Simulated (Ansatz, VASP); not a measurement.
# TaS2 in VASP and in Ansatz

```
Ta S
1.0
     3.31650    0.00000    0.00000
    -1.65825    2.87218    0.00000
     0.00000    0.00000    5.86000
Ta S
1 2
Direct
  0.00000 0.00000 0.00000
  0.33333 0.66667 0.25000
  0.66667 0.33333 0.75000
```

Change from the starting cell: equal xx and yy strain of -1 %, crystal datasets.

Alike in both runs: task electric field gradients; functional PBEsol; k mesh 8 × 8 × 4; occupations fermi-dirac, width 0.02 eV; no spin polarisation.

|  | VASP | Ansatz |
| --- | --- | --- |
| version | VASP 6.6.1 | Ansatz 0.2.0 |
| potentials or method | VASP PAW PBE potentials, release 64 (Ta_pv, S), cutoff 400 eV | all-electron PAW with datasets made for the crystal, scalar-relativistic |

|  | VASP | Ansatz | Ansatz less VASP |
| --- | --- | --- | --- |
| pressure (GPa) | 7.7 | 7.4 | -0.24 |
| traceless stress, the component that is largest in VASP (GPa) | 3.02 | 2.92 | -0.098 |
| rms of the force components (eV/Å) | 0.619 | 0.599 | -0.0197 |
| size of Vzz on the site where it differs most (V/Å²) | 144.8 | 175.2 | +30.35 |

VASP's potentials were made for PBE, not for PBEsol. Atom by atom the forces differ by 0.020 eV/Å (rms over components). Ansatz ran all-electron here, and VASP with PAW potentials.

Spin-orbit coupling is off throughout.
